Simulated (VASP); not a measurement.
Runs of VASP 6.6.1 on ZnSe. The structure is that of space group I-4m2 (No. 119), or close to it. The cells are those of the table. 

```tsv
cell	gap on the mesh (eV)	pressure (GPa)
a = 3.864, b = 3.623 Å, angles 62.0, 55.9, 62.0°, 2 atoms	1.58	12.4
a = 4.051, b = 4.172 Å, angles 59.0, 62.0, 59.0°, 2 atoms	(b)	-6.1
a = 3.951, b = 4.292 Å, angles 57.1, 65.8, 57.1°, 2 atoms	0.57	-5.0
a = 4.249, b = 3.848 Å, angles 63.1, 53.8, 63.1°, 2 atoms	0.37	(a)
a = 4.002, b = 4.121 Å, angles 59.0, 62.0, 59.0°, 2 atoms	0.83	-4.4
```

Alike in all rows: task single point; level LDA; potentials or basis VASP PAW LDA potentials, release 64 (Zn, Se); no spin polarisation; k mesh 10 × 10 × 10; cutoff (eV) 520; smearing gaussian 0.05 eV.

Problem. Estimate the missing entries.

Solution. (a) -6.4; (b) 0.70.

A k mesh can miss the band edges, and the runs leave out spin-orbit coupling on Se.
